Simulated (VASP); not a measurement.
# SnO2 (R-3m) in VASP: notebook

Runs on SnO2. Level: PBEsol. Tasks: single point.

All numbers are computed with VASP 6.6.1; they aren't measurements. Logs are shortened: lines on timing, memory, paths and dates and some standing lists are left out, and cuts for length are marked.

## Step 1: The cell of the first run

Symmetry: R-3m, No. 166, trigonal system. The conventional cell has a = 3.153 Å, b = 3.153 Å, c = 12.991 Å, α = 90.00°, β = 90.00°, γ = 120.00°. Sn (site symmetry -3m) has 6 O at 2.15 Å within 2.8 Å. O (site symmetry 3m) has 3 Sn at 2.15 Å and 3 O at 2.75 Å within 2.8 Å.

## Step 2: Single point, PBEsol

INCAR reads:

```
SYSTEM = SnO2
  ALGO = Normal
  EDIFF = 1E-6
  ENCUT = 520
  GGA = PS
  ISIF = 2
  ISMEAR = 0
  LASPH = .TRUE.
  LCHARG = .FALSE.
  LREAL = .FALSE.
  LWAVE = .FALSE.
  NBANDS = 20
  NELM = 80
  PREC = Accurate
  SIGMA = 0.05
```

KPOINTS reads:

```
k-points
0
G
  12 12 12
  0 0 0
```

POSCAR reads:

```
SnO2
1.0
    1.5763225363      0.9100902406      4.3304882037
   -1.5763225363      0.9100902406      4.3304882037
    0.0000000000     -1.8201804813      4.3304882037
Sn O
1 2
Direct
    0.5000000000      0.5000000000      0.5000000000
    0.2541351940      0.2541351940      0.2541351940
    0.7458648060      0.7458648060      0.7458648060
```

Potentials or basis: VASP PAW PBE potentials, release 64 (Sn_d, O).

Started as:

```console
$ cat potpaw_PBE.64/Sn_d/POTCAR potpaw_PBE.64/O/POTCAR > POTCAR
$ mpirun -np 1 vasp_std > vasp.out
```

OUTCAR:

```text
SYSTEM = SnO2
   EDIFF = 1E-6
   ENCUT = 520
   GGA = PS
   ISIF = 2
   ISMEAR = 0
   LASPH = .TRUE.
   LREAL = .FALSE.
   NELM = 80
   PREC = Accurate

 ion  position               nearest neighbor table
   1  0.500  0.500  0.500-   2 2.15   3 2.15   2 2.15   2 2.15   3 2.15   3 2.15
   2  0.254  0.254  0.254-   1 2.15   1 2.15   1 2.15
   3  0.746  0.746  0.746-   1 2.15   1 2.15   1 2.15

  LATTYP: Found a trigonal (rhomboedric) cell.
 ALAT       =     4.6974658133
 COS(alpha) =     0.7747872837

  Lattice vectors:

 A1 = (   1.5763225363,   0.9100902406,   4.3304882037)
 A2 = (  -1.5763225363,   0.9100902406,   4.3304882037)
 A3 = (   0.0000000000,  -1.8201804813,   4.3304882037)

Analysis of symmetry for initial positions (statically):
=====================================================================
 Subroutine PRICEL returns:
 Original cell was already a primitive cell.

 Routine SETGRP: Setting up the symmetry group for a
 trigonal (rhombohedral) supercell.

 Subroutine GETGRP returns: Found 12 space group operations
 (whereof 12 operations were pure point group operations)
 out of a pool of 12 trial point group operations.

The static configuration has the point symmetry D_3d.

Analysis of symmetry for dynamics (positions and initial velocities):
=====================================================================
 Subroutine PRICEL returns:
 Original cell was already a primitive cell.

 Routine SETGRP: Setting up the symmetry group for a
 trigonal (rhombohedral) supercell.

 Subroutine GETGRP returns: Found 12 space group operations
 (whereof 12 operations were pure point group operations)
 out of a pool of 12 trial point group operations.

The dynamic configuration has the point symmetry D_3d.

 Subroutine INISYM returns: Found 12 space group operations
 (whereof 12 operations are pure point group operations),
 and found     1 'primitive' translations

----------------------------------------------------------------------------------------

                                     Primitive cell

  volume of cell :      37.2750

  direct lattice vectors                    reciprocal lattice vectors
     1.576322536  0.910090241  4.330488204     0.317193968  0.183132023  0.076973615
    -1.576322536  0.910090241  4.330488204    -0.317193968  0.183132023  0.076973615
     0.000000000 -1.820180481  4.330488204     0.000000000 -0.366264046  0.076973615

  length of vectors
     4.697465813  4.697465813  4.697465813     0.374264998  0.374264998  0.374264998

  position of ions in fractional coordinates (direct lattice)
     0.500000000  0.500000000  0.500000000
     0.254135194  0.254135194  0.254135194
     0.745864806  0.745864806  0.745864806

  ion indices of the primitive-cell ions
   primitive index   ion index
                 1           1
                 2           2
                 3           3

----------------------------------------------------------------------------------------

 KPOINTS: k-points

Automatic generation of k-mesh.
 Grid dimensions read from file:
 generate k-points for:   12   12   12

 Generating k-lattice:

  Cartesian coordinates                     Fractional coordinates (reciprocal lattice)
     0.026432831  0.015261002  0.006414468     0.083333333  0.000000000  0.000000000
    -0.026432831  0.015261002  0.006414468     0.000000000  0.083333333  0.000000000
     0.000000000 -0.030522004  0.006414468    -0.000000000 -0.000000000  0.083333333

  Length of vectors
     0.031188750  0.031188750  0.031188750

  Shift w.r.t. Gamma in fractional coordinates (k-lattice)
     0.000000000  0.000000000  0.000000000

 Subroutine IBZKPT returns following result:
 ===========================================

 Found    189 irreducible k-points:

 Following reciprocal coordinates:
            Coordinates               Weight
  0.000000  0.000000  0.000000      1.000000
  0.083333 -0.000000  0.000000      6.000000
  0.166667  0.000000  0.000000      6.000000
  0.250000  0.000000  0.000000      6.000000
  0.333333  0.000000  0.000000      6.000000
  0.416667 -0.000000 -0.000000      6.000000
[... 16 lines left out ...]
  0.500000  0.166667 -0.000000     12.000000
 -0.416667  0.166667  0.000000     12.000000
 [... further k-points ...]
   k-points           NKPTS =    189   k-points in BZ     NKDIM =    189   number of bands    NBANDS=     20
   number of dos      NEDOS =    301   number of ions     NIONS =      3
   total plane-waves  NPLWV =  46656
   dimension x,y,z NGX =    36 NGY =   36 NGZ =   36
   dimension x,y,z NGXF=    72 NGYF=   72 NGZF=   72
   ions per type =               1   2
   NGX,Y,Z   is equivalent  to a cutoff of  12.74, 12.74, 12.74 a.u.
   NGXF,Y,Z  is equivalent  to a cutoff of  25.48, 25.48, 25.48 a.u.
 SYSTEM =  SnO2
   PREC   = accura    normal or accurate (medium, high low for compatibility)
   ISTART =      0    job   : 0-new  1-cont  2-samecut
   ICHARG =      2    charge: 1-file 2-atom 10-const
   ISPIN  =      1    spin polarized calculation?
   LNONCOLLINEAR =      F non collinear calculations
   LSORBIT =      F    spin-orbit coupling
   LASPH  =      T    aspherical Exc in radial PAW
   ENCUT  =  520.0 eV  38.22 Ry    6.18 a.u.   8.73  8.73  8.73*2*pi/ulx,y,z
   NELM   =     80;   NELMIN=  2; NELMDL= -5     # of ELM steps
   EDIFF  = 0.1E-05   stopping-criterion for ELM
   LREAL  =      F    real-space projection
   EDIFFG = 0.1E-04   stopping-criterion for IOM
   NSW    =      0    number of steps for IOM
   IBRION =     -1    ionic relax: 0-MD 1-quasi-New 2-CG
   NFREE  =      0    steps in history (QN), initial steepest desc. (CG)
   ISIF   =      2    stress and relaxation
   ISYM   =      2    0-nonsym 1-usesym 2-fastsym
   POTIM  = 0.5000    time-step for ionic-motion
   TEBEG  =    0.0;   TEEND  =   0.0 temperature during run
   PSTRESS=    0.0 pullay stress
   NELECT =      26.0000    total number of electrons
   NUPDOWN=      -1.0000    fix difference up-down
   EMIN   =  10.00;   EMAX   =-10.00  energy-range for DOS
   EFERMI =   0.00;   METHOD = LEGACY
   ISMEAR =     0;   SIGMA  =   0.05  broadening in eV -4-tet -1-fermi 0-gaus
   EFERMI_NEDOS =   21; number of points for ismear=-14 and -15
   IALGO  =     38    algorithm
   IMIX   =      4    mixing-type and parameters
     AMIX     =   0.40;   BMIX     =  1.00
     AMIX_MAG =   1.60;   BMIX_MAG =  1.00
  volume/ion in A,a.u.               =      12.43        83.85
  Fermi-wavevector in a.u.,A,eV,Ry     =   1.451867  2.743630 28.679949  2.107917
  Thomas-Fermi vector in A             =   2.569314
   LORBIT       =      0    0 simple, 1 ext, 2 COOP (PROOUT), +10 PAW based schemes
   GGA     = PS    functional components
   LHFCALC =     F    Hartree Fock is set to
   AEXX    =    0.0000 exact exchange contribution
   IVDW    =     0    specifies the selected vdW correction
   LEPSILON=     F    determine dielectric tensor
   LRPA    =     F    only Hartree local field effects (RPA)
 non-spin polarized calculation
 Gauss-broadening in eV      SIGMA  =   0.05
  energy-cutoff  :      520.00
  volume of cell :       37.28
 maximum number of plane-waves:      1025
   NGX = 17   NGY = 17   NGZ = 17

 number of electron      26.0000004 magnetization

 Free energy of the ion-electron system (eV)
  ---------------------------------------------------
  ext. energy  EPLUGINS =         0.00000000
  ---------------------------------------------------
  free energy    TOTEN  =       -19.05297242 eV

  energy without entropy =      -19.05297242  energy(sigma->0) =      -19.05297242

 E-fermi :   5.5921     XC(G=0): -11.3492

 val. band max:        5.3347447015   @ k =   0.0000   0.0000   0.0000
 cond. band min:       6.7329991828   @ k =   0.0000   0.0000   0.0000
 fundamental gap:      1.3982544813
 Fermi energy:         5.5921112394

 k-point     1 :       0.0000    0.0000    0.0000
  band No.  band energies     occupation
      1     -14.8155      2.00000
      2     -14.7427      2.00000
      3     -14.7427      2.00000
      4     -14.5074      2.00000
      5     -14.5074      2.00000
      6     -13.1040      2.00000
[... 12 lines left out ...]
     19      22.0411      0.00000
     20      22.0411      0.00000

 k-point     2 :       0.0833   -0.0000    0.0000
  band No.  band energies     occupation
      1     -14.8052      2.00000
      2     -14.7719      2.00000
      3     -14.7235      2.00000
      4     -14.5361      2.00000
      5     -14.5102      2.00000
      6     -13.0407      2.00000
[... 12 lines left out ...]
     19      20.6338      0.00000
     20      22.1248      0.00000

 k-point     3 :       0.1667    0.0000    0.0000
  band No.  band energies     occupation
      1     -14.9395      2.00000
      2     -14.7128      2.00000
      3     -14.6725      2.00000
      4     -14.5836      2.00000
      5     -14.5161      2.00000
      6     -12.8416      2.00000
[... 12 lines left out ...]
     19      19.3805      0.00000
     20      22.4363      0.00000

 k-point     4 :       0.2500    0.0000    0.0000
  band No.  band energies     occupation
      1     -15.1376      2.00000
      2     -14.6653      2.00000
      3     -14.6136      2.00000
      4     -14.5864      2.00000
      5     -14.5121      2.00000
      6     -12.5074      2.00000
[... 12 lines left out ...]
     19      19.0033      0.00000
     20      22.7912      0.00000

 k-point     5 :       0.3333    0.0000    0.0000
  band No.  band energies     occupation
      1     -15.3225      2.00000
      2     -14.6861      2.00000
      3     -14.5891      2.00000
      4     -14.5223      2.00000
      5     -14.4724      2.00000
      6     -12.0860      2.00000
[... 12 lines left out ...]
     19      18.8095      0.00000
     20      21.8713      0.00000
[... 353 lines left out ...]
      6     -12.2403      2.00000
[... 12 lines left out ...]
     19      19.5812      0.00000
     20      21.0292      0.00000

 k-point    22 :       0.4167    0.1667   -0.0000
  band No.  band energies     occupation
      1     -15.2674      2.00000
      2     -14.7664      2.00000
      3     -14.6435      2.00000
      4     -14.5556      2.00000
      5     -14.4454      2.00000
      6     -11.7706      2.00000
[... 12 lines left out ...]
     19      19.8483      0.00000
     20      20.5702      0.00000

 k-point    23 :       0.5000    0.1667   -0.0000
  band No.  band energies     occupation
      1     -15.3514      2.00000
      2     -14.7747      2.00000
      3     -14.6606      2.00000
      4     -14.5151      2.00000
      5     -14.4402      2.00000
      6     -11.3338      2.00000
[... 12 lines left out ...]
     19      19.3814      0.00000
     20      21.1394      0.00000

 k-point    24 :      -0.4167    0.1667    0.0000
  band No.  band energies     occupation
      1     -15.3796      2.00000
      2     -14.7782      2.00000
      3     -14.6679      2.00000
      4     -14.4751      2.00000
      5     -14.4619      2.00000
      6     -11.1760      2.00000
[... 12 lines left out ...]
     19      18.9929      0.00000
     20      21.4455      0.00000

 [... further k-points ...]

------------------------ aborting loop because EDIFF is reached ----------------------------------------

  FORCE on cell =-STRESS in cart. coord.  units (eV):
  Direction    XX          YY          ZZ          XY          YZ          ZX
  --------------------------------------------------------------------------------------
  -------------------------------------------------------------------------------------
  Total        0.1551274      0.1551274     -2.7507551     -0.0000000      0.0000000      0.0000000
  in kB        6.6677815      6.6677815   -118.2346733     -0.0000000      0.0000000      0.0000000
  external PRESSURE =     -34.9663701 kB  Pullay stress =       0.0000000 kB

 VOLUME and BASIS-vectors are now :
 -----------------------------------------------------------------------------
  energy-cutoff  :      520.00
  volume of cell :       37.28
      direct lattice vectors                 reciprocal lattice vectors
     1.576322536  0.910090241  4.330488204     0.317193968  0.183132023  0.076973615
    -1.576322536  0.910090241  4.330488204    -0.317193968  0.183132023  0.076973615
     0.000000000 -1.820180481  4.330488204     0.000000000 -0.366264046  0.076973615

 POSITION                                       TOTAL-FORCE (eV/Angst)
 -----------------------------------------------------------------------------------
      0.00000     -0.00000      6.49573         0.000000     -0.000000     -0.000000
      0.00000     -0.00000      3.30159        -0.000000      0.000000     -1.820878
      0.00000     -0.00000      9.68988        -0.000000     -0.000000      1.820878
 -----------------------------------------------------------------------------------
    total drift:                               -0.000000     -0.000000      0.000000

  FREE ENERGIE OF THE ION-ELECTRON SYSTEM (eV)
  ---------------------------------------------------
  free  energy   TOTEN  =       -19.0529724180 eV

  energy  without entropy=      -19.0529724180  energy(sigma->0) =      -19.05297242
```

It took 86 s on 1 thread of Intel Xeon 6975P-C (Granite Rapids), shared host; peak memory 0.29 GiB.

Results:

```
Free energy            : -19.0530 eV
Pressure               : -3.5 GPa
Largest force          : 1.821 eV/Å
Band gap on the k mesh : 1.40 eV, direct
```

Forces on the atoms (eV/Å):
```
Sn   0.000  0.000  0.000
O    0.000  0.000 -1.821
O    0.000  0.000  1.821
```

Stress tensor (GPa, compression positive):
```
  0.67   0.00   0.00
  0.00   0.67   0.00
  0.00   0.00 -11.82
```

Caveat: the PAW data sets were made with another functional, which shifts forces and pressure a little; spin-orbit coupling is left out, which moves the levels of the heavy elements. A hybrid or GW would open this gap; PBEsol tends to underestimate it.

## Step 3: Single point, PBEsol

This run uses another cell than the first one, of 12.77 Å³/atom, 1.028 times its volume.

INCAR reads:

```
SYSTEM = SnO2
PREC = Accurate ; ENCUT = 520
EDIFF = 1E-7 ; ISMEAR = 0
SIGMA = 0.05 ; LREAL = .False.
LASPH = .True. ; NELM = 80
ALGO = Normal ; ISIF = 2
LWAVE = .False. ; LCHARG = .False.
GGA = PS ; NBANDS = 20
```

KPOINTS reads:

```
Automatic mesh
0
Gamma
  12 12 12
  0 0 0
```

POSCAR reads:

```
SnO2
1.0
    1.5909868438      0.9185566825      4.3707741283
   -1.5909868438      0.9185566825      4.3707741283
    0.0000000000     -1.8371133651      4.3707741283
Sn O
1 2
Direct
    0.5000000000      0.5000000000      0.5000000000
    0.2223917300      0.2223917300      0.2223917300
    0.7776082700      0.7776082700      0.7776082700
```

Potentials or basis: VASP PAW PBE potentials, release 64 (Sn_d, O).

Started as:

```console
$ cat potpaw_PBE.64/Sn_d/POTCAR potpaw_PBE.64/O/POTCAR > POTCAR
$ mpirun -np 1 vasp_std > vasp.out
```

Run time: 86 s. Hardware: 1 thread of Intel Xeon 6975P-C (Granite Rapids), shared host; peak memory 0.28 GiB.

Results (log left out):

| Property | Result |
| --- | --- |
| Free energy | -18.0846 eV |
| Pressure | 37.8 GPa |
| Largest force | 4.620 eV/Å |
| Band gap on the k mesh | 2.54 eV, indirect (least direct gap 3.74 eV) |

Forces on the atoms (eV/Å):
```
Sn   0.000  0.000  0.000
O    0.000  0.000  4.620
O    0.000  0.000 -4.620
```

Stress tensor (GPa, compression positive):
```
43.60  0.00  0.00
 0.00 43.60  0.00
 0.00  0.00 26.27
```

Levels at points of the mesh, in eV from the valence-band top:
| k point | band 9 | band 10 | band 11 | band 12 | band 13 | band 14 | band 15 | band 16 | band 17 | band 18 |
| --- | --- | --- | --- | --- | --- | --- | --- | --- | --- | --- |
| (0.00, 0.00, 0.00) | -1.93 | -1.93 | -1.54 | -1.54 | -1.20 | 2.54 | 6.87 | 11.46 | 11.67 | 11.67 |
| (0.50, 0.00, 0.00) | -4.71 | -4.67 | -1.15 | -0.87 | -0.28 | 7.04 | 8.29 | 9.26 | 12.08 | 14.77 |
| (0.50, 0.50, 0.00) | -4.98 | -4.78 | -0.74 | -0.32 | -0.15 | 6.75 | 7.09 | 9.98 | 12.01 | 15.46 |
| (0.50, 0.50, 0.50) | -2.34 | -1.99 | -1.99 | -1.51 | -1.51 | 4.08 | 6.50 | 11.74 | 12.02 | 12.02 |

Caveat: the PAW data sets were made with another functional, which shifts forces and pressure a little; spin-orbit coupling is left out, which moves the levels of the heavy elements.

## Step 4: Single point, PBEsol

This run uses another cell than the first one, of 12.77 Å³/atom, 1.028 times its volume.

INCAR reads:

```
PREC = Accurate
ENCUT = 520
EDIFF = 1E-7
ISMEAR = 0
SIGMA = 0.05
LREAL = F
LASPH = T
NELM = 60
ALGO = Normal
ISIF = 2
LWAVE = F
LCHARG = F
GGA = PS
NBANDS = 20
```

KPOINTS reads:

```
Automatic mesh
0
Gamma
  12 12 12
```

POSCAR reads:

```
SnO2
1.0
    1.5909868438      0.9185566825      4.3707741283
   -1.5909868438      0.9185566825      4.3707741283
    0.0000000000     -1.8371133651      4.3707741283
Sn O
1 2
Direct
    0.5000000000      0.5000000000      0.5000000000
    0.2604838868      0.2604838868      0.2604838868
    0.7395161132      0.7395161132      0.7395161132
```

Started as:

```console
$ cat potpaw_PBE.64/Sn_d/POTCAR potpaw_PBE.64/O/POTCAR > POTCAR
$ mpirun -np 1 vasp_std > vasp.out
```

Run time: 76 s. Hardware: 1 thread of Intel Xeon 6975P-C (Granite Rapids), shared host; peak memory 0.29 GiB.

It converged, with:

- Free energy: -18.5914 eV
- Pressure: -12.2 GPa
- Largest force: 3.083 eV/Å
- Band gap on the k mesh: 0.97 eV, indirect (least direct gap 1.03 eV)

Forces in eV/Å, atoms in the order of the input:
```
Sn   0.000  0.000  0.000
O    0.000  0.000 -3.083
O    0.000  0.000  3.083
```

Stress tensor (GPa, compression positive):
```
 -6.73   0.00   0.00
  0.00  -6.73   0.00
  0.00   0.00 -23.00
```

Levels at points of the mesh, in eV from the valence-band top:
```tsv
k point	band 11	band 12	band 13	band 14	band 15	band 16
(0.00, 0.00, 0.00)	-0.93	-0.93	-0.06	0.97	5.27	10.53
(0.50, 0.00, 0.00)	-2.12	-1.56	-1.21	4.22	6.47	9.29
(0.50, 0.50, 0.00)	-1.32	-0.42	-0.02	3.38	5.13	10.02
(0.50, 0.50, 0.50)	-1.36	-0.59	-0.59	3.45	5.23	10.99
```

Caveat: the PAW data sets were made with another functional, which shifts forces and pressure a little; spin-orbit coupling is left out, which moves the levels of the heavy elements.

(Continued in part 2 of 2.)
